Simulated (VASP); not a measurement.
Here is a VASP 6.6.1 calculation.

Contents of INCAR:

```
SYSTEM = In
  ALGO = Normal
  EDIFF = 1E-6
  ENCUT = 520
  GGA = PE
  ISIF = 2
  ISMEAR = -1
  LASPH = .TRUE.
  LCHARG = .FALSE.
  LREAL = .FALSE.
  LWAVE = .FALSE.
  NBANDS = 12
  NELM = 80
  PREC = Accurate
  SIGMA = 0.02
```

File KPOINTS:

```
k-points
0
G
  20 20 20
  0 0 0
```

Contents of POSCAR:

```
In
1.0
   -1.6531123589      1.6531123589      2.5157671579
    1.6531123589     -1.6531123589      2.5157671579
    1.6531123589      1.6531123589     -2.5157671579
In
1
Direct
    0.0000000000      0.0000000000      0.0000000000
```

Potentials or basis: VASP PAW PBE potentials, release 64 (In_d).

Run with:

```bash
$ cat potpaw_PBE.64/In_d/POTCAR > POTCAR
$ mpirun -np 1 vasp_std > vasp.out
```

Q: Estimate the pressure.

A: 0.0 GPa.

Stress tensor (GPa, compression positive):
```
 0.10  0.00  0.00
 0.00  0.10  0.00
 0.00  0.00 -0.24
```
